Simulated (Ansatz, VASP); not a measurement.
## Two plane-wave programs on SiO2

The input INCAR:

```
SYSTEM = SiO2
ALGO     = Normal         ! electronic algorithm
EDIFF    = 1E-8           ! SCF threshold, eV
ENCUT    = 520            ! plane-wave cutoff, eV
GGA      = PE             ! functional
ISIF     = 2              ! what is computed and relaxed
ISMEAR   = -1             ! smearing method
LASPH    = .TRUE.         ! aspherical terms in the spheres
LCHARG   = .FALSE.        ! write CHGCAR
LEFG     = .TRUE.       
LREAL    = .FALSE.        ! projectors in reciprocal space
LWAVE    = .FALSE.        ! write WAVECAR
NBANDS   = 44             ! bands
NELM     = 60             ! most SCF steps
PREC     = Accurate       ! precision mode
SIGMA    = 0.02           ! smearing width, eV
```

KPOINTS

```
k-points
0
G
  5 5 4
  0 0 0
```

The input POSCAR:

```
SiO2
1.0
    4.6320000000      0.0000000000      0.0000000000
    0.0000000000      4.6320000000      0.0000000000
    0.0000000000      0.0000000000      6.2090000000
Si O
4 8
Direct
    0.3353000000      0.3353000000      0.0000000000
    0.1647000000      0.8353000000      0.2500000000
    0.6647000000      0.6647000000      0.5000000000
    0.8353000000      0.1647000000      0.7500000000
    0.2276000000      0.1768000000      0.2228000000
    0.3232000000      0.7276000000      0.4728000000
    0.7724000000      0.8232000000      0.7228000000
    0.6768000000      0.2724000000      0.9728000000
    0.7276000000      0.3232000000      0.5272000000
    0.8232000000      0.7724000000      0.2772000000
    0.2724000000      0.6768000000      0.0272000000
    0.1768000000      0.2276000000      0.7772000000
```

Input for Ansatz:

```yaml
crystal:
  lattice:
    - [4.632, 0.0, 0.0]
    - [0.0, 4.632, 0.0]
    - [0.0, 0.0, 6.209]
  atoms:
    - { symbol: Si, position: [0.3353, 0.3353, 0.0] }
    - { symbol: Si, position: [0.1647, 0.8353, 0.25] }
    - { symbol: Si, position: [0.6647, 0.6647, 0.5] }
    - { symbol: Si, position: [0.8353, 0.1647, 0.75] }
    - { symbol: O, position: [0.2276, 0.1768, 0.2228] }
    - { symbol: O, position: [0.3232, 0.7276, 0.4728] }
    - { symbol: O, position: [0.7724, 0.8232, 0.7228] }
    - { symbol: O, position: [0.6768, 0.2724, 0.9728] }
    - { symbol: O, position: [0.7276, 0.3232, 0.5272] }
    - { symbol: O, position: [0.8232, 0.7724, 0.2772] }
    - { symbol: O, position: [0.2724, 0.6768, 0.0272] }
    - { symbol: O, position: [0.1768, 0.2276, 0.7772] }
kpoints:
  mp_grid: { grid: [5, 5, 4] }
scf:
  occupations: { method: fermi_dirac, width: 0.02 }
hamiltonian:
  xc: pbe
  pseudopotentials: { kind: paw, frozen_core: stored }
output:
  forces: true
  stress: true
  populations: true
  efg: { quadrupole_moments_barn: { O: -0.02558 } }
```

Alike in both runs: task electric field gradients; functional PBE; k mesh 5 × 5 × 4; occupations fermi-dirac, width 0.02 eV; no spin polarisation.

|  | VASP | Ansatz |
| --- | --- | --- |
| version | VASP 6.6.1 | Ansatz 0.2.0 |
| potentials or method | VASP PAW PBE potentials, release 64 (Si, O) | plane-wave PAW, scalar-relativistic |
| plane-wave cutoff (eV) | 520 | 420 |
| valence electrons in the cell | 64 | 64 |

```tsv
	VASP	Ansatz	Ansatz less VASP
gap on the k mesh at the Fermi level (eV)	5.70	5.70	+0.003
pressure (GPa)	7.9	7.6	-0.32
traceless stress, the component that is largest in VASP (GPa)	-4.93	-4.83	+0.098
rms of the force components (eV/Å)	0.399	0.399	-0.0006
size of Vzz on the site where it differs most (V/Å²)	76.6	82.2	+5.59
```

Atom by atom the forces differ by 0.012 eV/Å (rms over components).
